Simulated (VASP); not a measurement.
Here is a VASP 6.6.1 calculation.

The input INCAR:

```
PREC     = Accurate       # precision mode
ENCUT    = 520            # plane-wave cutoff, eV
EDIFF    = 1E-6           # SCF threshold, eV
ISMEAR   = 0              # smearing method
SIGMA    = 0.02           # smearing width, eV
LREAL    = False          # projectors in reciprocal space
LASPH    = True           # aspherical terms in the spheres
NELM     = 80             # most SCF steps
ALGO     = Normal         # electronic algorithm
ISIF     = 2              # what is computed and relaxed
LWAVE    = False          # write WAVECAR
LCHARG   = False          # write CHGCAR
GGA      = PS             # functional
NBANDS   = 17             # bands
```

The input KPOINTS:

```
regular mesh
0
Gamma
  10 10 10
```

The input POSCAR:

```
SnO
1.0
    0.0000000000      2.6176323681      2.6176323681
    2.6176323681      0.0000000000      2.6176323681
    2.6176323681      2.6176323681      0.0000000000
Sn O
1 1
Direct
    0.0000000000      0.0000000000      0.0000000000
    0.5000000000      0.5000000000      0.5000000000
```

Potentials or basis: VASP PAW PBE potentials, release 64 (Sn_d, O).

Launch:

```console
$ cat potpaw_PBE.64/Sn_d/POTCAR potpaw_PBE.64/O/POTCAR > POTCAR
$ mpirun -np 1 vasp_std > vasp.out
```

(1) Estimate the pressure.

(2) Estimate the band gap on the k mesh.

## Answers

(1) -9.5 GPa.

(2) 0.69 eV (least direct gap 0.73 eV).

Caveat: the cell differs from its parent crystal (Se replaced by O, lengths x 0.875, strained); the cell stands under tension; the PAW data sets were made with another functional, which shifts forces and pressure a little; spin-orbit coupling is left out, which moves the levels of the heavy elements.
